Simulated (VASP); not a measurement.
Input of a VASP 6.6.1 run:

Contents of INCAR:

```
SYSTEM = Be7InSe8
ALGO = Normal
EDIFF = 1E-7
ENCUT = 520
GGA = PS
ISIF = 2
ISMEAR = -1
LASPH = .True.
LCHARG = .False.
LREAL = Auto
LWAVE = .False.
NBANDS = 52
NELECT = 74.0
NELM = 80
PREC = Accurate
SIGMA = 0.05
```

Contents of KPOINTS:

```
Automatic mesh
0
Gamma
  2 2 2
  0.5 0.5 0.5
```

File POSCAR:

```
Be7InSe8
1.0
    0.0000000000      5.1288210000      5.1288210000
    5.1288210000      0.0000000000      5.1288210000
    5.1288210000      5.1288210000      0.0000000000
Be In Se
7 1 8
Direct
    0.9933960000      0.0131870000      0.9962680000
    0.0033400000      0.0248410000      0.4846480000
    0.5074300000      0.4990210000      0.9811110000
    0.9983910000      0.4899840000      0.9964990000
    0.5032390000      0.9993750000      0.4827690000
    0.5111930000      0.0021290000      0.0001020000
    0.0077140000      0.4708450000      0.5206080000
    0.4825560000      0.4935290000      0.5218350000
    0.1167290000      0.1432710000      0.1120060000
    0.6377420000      0.6386080000      0.5768050000
    0.1511890000      0.1176240000      0.6096990000
    0.6308200000      0.6277930000      0.1181420000
    0.1240280000      0.6115520000      0.1121220000
    0.6378680000      0.1257050000      0.6179210000
    0.6315830000      0.1161320000      0.1286120000
    0.1212410000      0.6258620000      0.6276610000
```

Potentials or basis: VASP PAW PBE potentials, release 64 (Be, In_d, Se).

Command:

```bash
$ cat potpaw_PBE.64/Be/POTCAR potpaw_PBE.64/In_d/POTCAR potpaw_PBE.64/Se/POTCAR > POTCAR
$ mpirun -np 1 vasp_std > vasp.out
```

(1) Predict the largest force.

## Answers

(1) 8.986 eV/Å.

Caveat: the cell carries a net charge on a neutralising background, which shifts energy and pressure; the PAW data sets were made with another functional, which shifts forces and pressure a little.
